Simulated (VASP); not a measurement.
# As: single point with PBE

As:

```
As
1.0
     0.00000    2.13093    2.13093
     2.13093    0.00000    2.13093
     2.13093    2.13093    0.00000
As
1
Cartesian
  0.0000 0.0000 0.0000
```

This isn't the form of As at room conditions, which is rhombohedral.

```
Program                : VASP 6.6.1
Task                   : single point
Functional             : PBE
Potentials or basis    : VASP PAW PBE potentials, release 64 (As)
Cutoff                 : 520 eV
k mesh                 : 17 × 17 × 17
Occupations            : fermi-dirac, width 0.05 eV
Spin                   : non-collinear spin, zero start, spin-orbit coupling
Starting moments       : [[0.0, 0.0, 0.0]] μB
Dipole correction      : no
Further INCAR settings : ALGO = Normal; EDIFF = 1e-07; NBANDS = 16
```

The pressure is 0.0 GPa. The net moment is 0.00 μB per cell and the valence electrons inside the program's atomic spheres are As 2.60.

Moments on the atoms (μB; x, y, z):
```
As  0.00 0.00 0.00
```

Wall time 70 s on 1 thread of Intel(R) Xeon(R) Platinum 8259CL CPU @ 2.50GHz (Skylake/Cascade Lake), with other jobs on the host, peak memory 0.24 GiB.
